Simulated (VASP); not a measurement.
The system is TaPb.

```
CELL_PARAMETERS angstrom
3.36052 0.00000 0.00000
0.00000 3.36052 0.00000
0.00000 0.00000 4.40469
ATOMIC_POSITIONS crystal
Ta 0.50000 0.50000 0.50000
Pb 0.00000 0.00000 0.00000
```

* Program: VASP 6.6.1
* Task: relaxation of cell and atoms
* Functional: PBE
* Potentials or basis: VASP PAW PBE potentials, release 64 (Ta_pv, Pb_d)
* Cutoff: 600 eV
* k mesh: 6 × 6 × 4
* Occupations: gaussian, width 0.1 eV
* Spin: no spin polarisation

At the start: pressure -11.0 GPa; volume 24.87 Å³/atom.

Problem. Where does the relaxation end?

Solution. Over 15 steps the energy falls by 143.4 meV/atom and the volume is 21.28 Å³/atom (-14.4 %); space group Pm-3m (No. 221, to 0.05 Å).

Step by step:
```
step  energy change (eV)  largest force (eV/Å)  pressure (GPa)  volume (Å³)
   1              0.0000                0.0000          -11.03        49.74
   2              0.0105                0.0000           19.15        38.40
   3             -0.2500                0.0000           -0.18        43.54
   4             -0.2501                0.0000            0.12        43.42
   5             -0.2767                0.0000            0.33        43.16
   6             -0.3241                0.0000            1.75        42.24
   7             -0.1978                0.0000            9.98        39.62
   8             -0.2522                0.0000            5.92        40.74
   9             -0.2631                0.0000            4.93        40.96
  10             -0.2745                0.0000            2.55        41.63
  11             -0.2780                0.0000            2.05        41.78
  12             -0.2850                0.0000            0.74        42.22
  13             -0.2837                0.0000           -1.26        43.10
  14             -0.2868                0.0000           -0.25        42.67
  15             -0.2869                0.0000           -0.01        42.56
```

Final structure:
```
CELL_PARAMETERS angstrom
3.49660 0.00000 0.00000
0.00000 3.49660 0.00000
0.00000 0.00000 3.48066
ATOMIC_POSITIONS crystal
Ta 0.50000 0.50000 0.50000
Pb 0.00000 0.00000 0.00000
```
